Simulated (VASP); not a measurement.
MnSe:

```
CELL_PARAMETERS angstrom
0.00000 2.72000 2.72000
2.72000 0.00000 2.72000
2.72000 2.72000 0.00000
ATOMIC_POSITIONS crystal
Mn 0.00000 0.00000 0.00000
Se 0.50000 0.50000 0.50000
```

Base run:

| Property | Result |
| --- | --- |
| Program | VASP 6.6.1 |
| Functional | PBEsol |
| Potentials or basis | VASP PAW PBE potentials, release 64 (Mn_pv, Se) |
| Cutoff | 520 eV |
| k mesh | 8 × 8 × 8 |
| Occupations | fermi-dirac, width 0.1 eV |
| Spin | collinear spin, ferromagnetic start |
| Starting moments | [4.0, 0.0] μB |
| Hubbard terms | Mn d U = 6.0 eV |

Its results: pressure 2.3 GPa; net moment 5.00 μB per cell; site moments Mn +4.66; Se +0.04 μB.

Question: The run is repeated on the same cell with these changes: hubbard terms from Mn d U = 6.0 eV to Mn d U = 3.0 eV. What comes out?

Answer: Pressure 0.2 GPa; net moment 4.98 μB per cell; site moments Mn +4.54; Se +0.09 μB.

Caveats: the PAW data sets were made with another functional, which shifts forces and pressure a little; a cell with one magnetic atom can't hold antiferromagnetic order, which such compounds often take.
